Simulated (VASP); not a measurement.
A run of VASP 6.6.1 is set up as follows.

The input INCAR:

```
ALGO = Normal ; EDIFF = 1E-6
ENCUT = 520 ; ISIF = 2
ISMEAR = -1 ; LASPH = True
LCHARG = True ; LELF = True
LREAL = False ; LVHAR = True
LWAVE = False ; NBANDS = 36
NELM = 100 ; PREC = Accurate
SIGMA = 0.08
```

File KPOINTS:

```
k-points
0
Gamma
  15 10 1
```

POSCAR

```
Cu
1.0
    2.4875465902      0.0000000000      0.0000000000
    0.0000000000      3.5179221248      0.0000000000
    0.0000000000      0.0000000000     20.9751000000
Cu
5
Direct
    0.0000000000      0.0000000000      0.3857729366
    0.5000000000      0.5000000000      0.4391569466
    0.0000000000      0.0000000000      0.4999999978
    0.5000000000      0.5000000000      0.5608430587
    0.0000000000      0.0000000000      0.6142270603
```

Potentials or basis: VASP PAW LDA potentials, release 64 (Cu).

Command:

```bash
$ cat potpaw_LDA.64/Cu/POTCAR > POTCAR
$ mpirun -np 1 vasp_std > vasp.out
```

(1) What does it give for the band gap on the k mesh?

(2) Predict the largest force.

Results:

(1) zero (an odd number of electrons rules out a gap without spin polarisation).

(2) 0.050 eV/Å.
